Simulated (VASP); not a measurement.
A run of VASP 6.6.1 is set up as follows.

The input INCAR:

```
PREC = Accurate
ENCUT = 600
EDIFF = 1E-6
ISMEAR = 0
SIGMA = 0.1
LREAL = F
LASPH = T
NELM = 80
ALGO = Normal
ISIF = 3
LWAVE = F
LCHARG = F
GGA = PE
IBRION = 2
NSW = 100
EDIFFG = -0.01
```

Contents of KPOINTS:

```
Automatic mesh
0
Gamma
  8 8 8
```

POSCAR

```
Be7Hg
1.0
    4.6520391501      0.0000000000      0.0000000000
    0.0000000000      4.6520391501      0.0000000000
    0.0000000000      0.0000000000      4.6520391501
Be Hg
7 1
Direct
    0.5000000000      0.0000000000      0.0000000000
    0.0000000000      0.5000000000      0.0000000000
    0.0000000000      0.0000000000      0.5000000000
    0.0000000000      0.5000000000      0.5000000000
    0.5000000000      0.0000000000      0.5000000000
    0.5000000000      0.5000000000      0.0000000000
    0.5000000000      0.5000000000      0.5000000000
    0.0000000000      0.0000000000      0.0000000000
```

Potentials or basis: VASP PAW PBE potentials, release 64 (Be, Hg).

Launch:

```bash
$ cat potpaw_PBE.64/Be/POTCAR potpaw_PBE.64/Hg/POTCAR > POTCAR
$ mpirun -np 1 vasp_std > vasp.out
```

(1) Estimate the relaxed volume.

(2) What does it give for the relaxed cell?

Results:

(1) 12.66 Å³/atom.

(2) a = 4.662 Å, b = 4.662 Å, c = 4.662 Å, α = 90.00°, β = 90.00°, γ = 90.00°.
